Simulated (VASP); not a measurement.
A run of VASP 6.6.1 is set up as follows.

INCAR

```
PREC = Accurate ; ENCUT = 520
EDIFF = 1E-7 ; ISMEAR = 0
SIGMA = 0.15 ; LREAL = False
LASPH = True ; NELM = 80
ALGO = Fast ; ISIF = 2
LWAVE = False ; LCHARG = True
GGA = PE ; LELF = True
LVHAR = True ; NBANDS = 12
```

File KPOINTS:

```
regular mesh
0
Gamma
  20 20 20
```

Contents of POSCAR:

```
In
1.0
   -1.6261500000      1.6261500000      2.5729080000
    1.6261500000     -1.6261500000      2.5729080000
    1.6261500000      1.6261500000     -2.5729080000
In
1
Direct
    0.0000000000      0.0000000000      0.0000000000
```

Potentials or basis: VASP PAW PBE potentials, release 64 (In_d).

The run is started by

```sh
$ cat potpaw_PBE.64/In_d/POTCAR > POTCAR
$ mpirun -np 1 vasp_std > vasp.out
```

Question: What does it give for the band gap on the k mesh?

Answer: Zero (an odd number of electrons rules out a gap without spin polarisation).

Question: Predict the pressure.

Answer: 0.4 GPa.

Stress tensor (GPa, compression positive):
```
0.43 0.00 0.00
0.00 0.43 0.00
0.00 0.00 0.22
```

Caveat: the cell differs from its parent crystal (strain +0.000 along x and y, +0.040 along z); spin-orbit coupling is left out, which moves the levels of the heavy elements.
